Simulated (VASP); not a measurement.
A run of VASP 6.6.1:

Contents of INCAR:

```
SYSTEM = Zn2Si2N
ALGO = Normal
EDIFF = 1E-6
ENCUT = 520
GGA = PE
ISIF = 2
ISMEAR = 0
LASPH = .TRUE.
LCHARG = .TRUE.
LELF = .TRUE.
LREAL = .FALSE.
LVHAR = .TRUE.
LWAVE = .FALSE.
NBANDS = 26
NELM = 60
PREC = Accurate
SIGMA = 0.1
```

Contents of KPOINTS:

```
k-points
0
G
  4 4 6
  0 0 0
```

File POSCAR:

```
Zn2Si2N
1.0
    3.0999773200     -3.2217621300      0.0000000000
    3.0999773200      3.2217621300      0.0000000000
    0.0000000000      0.0000000000      3.3720711300
Zn Si N
2 2 1
Direct
    0.2575284600      0.2575284600      0.0000000000
    0.7424715400      0.7424715400      0.0000000000
    0.7540840100      0.2459159900      0.5000000000
    0.2459159900      0.7540840100      0.5000000000
    0.5000000000      0.5000000000      0.0000000000
```

Potentials or basis: VASP PAW PBE potentials, release 64 (Zn, Si, N).

Run with:

```sh
$ cat potpaw_PBE.64/Zn/POTCAR potpaw_PBE.64/Si/POTCAR potpaw_PBE.64/N/POTCAR > POTCAR
$ mpirun -np 1 vasp_std > vasp.out
```

Hardware: 1 thread of Intel(R) Xeon(R) 6975P-C (Granite Rapids), on a shared host.

Problem. How long does it take, and how much memory?

Solution. It took 21 s on 1 thread of Intel(R) Xeon(R) 6975P-C (Granite Rapids) (shared host), peak memory 0.2 GiB. Counts: scf iterations 14, k points 28.
